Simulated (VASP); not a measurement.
# Cr: single point with revPBE

The system is Cr.

```xyz
1
Lattice="2.3832 0.0000 0.0000 0.0000 2.3832 0.0000 0.0000 0.0000 2.3832" Properties=species:S:1:pos:R:3 pbc="T T T"
Cr    0.0000    0.0000    0.0000
```

This cell differs from its parent crystal: volume scaled by 1.04.

| Property | Result |
| --- | --- |
| Program | VASP 6.6.1 |
| Task | single point |
| Functional | revPBE |
| Potentials or basis | VASP PAW PBE potentials, release 64 (Cr_pv) |
| Cutoff | 520 eV |
| k mesh | 15 × 15 × 15 |
| Occupations | fermi-dirac, width 0.1 eV |
| Spin | no spin polarisation |
| Dipole correction | no |
| Further INCAR settings | ALGO = Normal; EDIFF = 1e-06; NBANDS = 12 |

```
Pressure               : -6.1 GPa
Band gap on the k mesh : zero (band 6 reaches 9.99 eV, above the bottom of band 7 at 8.40 eV)
```

Levels at points of the mesh, in eV from the Fermi level:
```csv
k point,band 4,band 5,band 6,band 7,band 8,band 9
"(0.00, 0.00, 0.00)",-7.13,-2.94,-2.94,2.31,2.31,2.31
```

Run time: 10 s on 1 thread of Intel(R) Xeon(R) Platinum 8259CL CPU @ 2.50GHz (Skylake/Cascade Lake), with other jobs on the host, peak memory 0.13 GiB.

Caveat: the PAW data sets were made with another functional, which shifts forces and pressure a little; the run has no spin polarisation, though such a crystal can be magnetic. Spin polarisation is off, so any magnetic state and its effect on volume and gap are missing.
